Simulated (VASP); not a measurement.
# C: single point with PBE+D3(BJ)

Crystal: C.

```
C
1.0
     1.22774    0.70883    3.07100
    -1.22774    0.70883    3.07100
     0.00000   -1.41767    3.07100
C
2
Direct
  0.83351 0.83351 0.83351
  0.16649 0.16649 0.16649
```

This cell differs from its parent crystal: volume scaled by 0.91, then relaxed in part.

```json
{
 "Program": "VASP 6.6.1",
 "Task": "single point",
 "Functional": "PBE",
 "Dispersion": "D3(BJ)",
 "Potentials or basis": "VASP PAW PBE potentials, release 64 (C)",
 "Cutoff": "520 eV",
 "k mesh": "12 × 12 × 12",
 "Occupations": "gaussian, width 0.02 eV",
 "Spin": "no spin polarisation"
}
```

- Pressure: 5.9 GPa
- Band gap on the k mesh: 1.05 eV, direct
- Dispersion energy per atom: -0.173 eV

Stress tensor (GPa, compression positive):
```
6.18 0.00 0.00
0.00 6.18 0.00
0.00 0.00 5.29
```

Levels at points of the mesh, in eV from the valence-band top:
```tsv
k point	band 2	band 3	band 4	band 5	band 6	band 7
(0.00, 0.00, 0.00)	-5.49	-2.43	-2.43	5.68	9.02	9.02
(0.50, 0.00, 0.00)	-12.84	-5.81	-1.24	2.67	8.42	13.03
(0.50, 0.50, 0.00)	-12.67	-5.93	-2.41	1.71	7.69	14.62
(0.50, 0.50, 0.50)	-8.49	-2.47	-2.47	8.91	8.91	12.35
```

It took 29 s on 1 thread of Intel(R) Xeon(R) 6975P-C (Granite Rapids), with other jobs on the host, peak memory 0.17 GiB.

 A k mesh can miss the band edges.
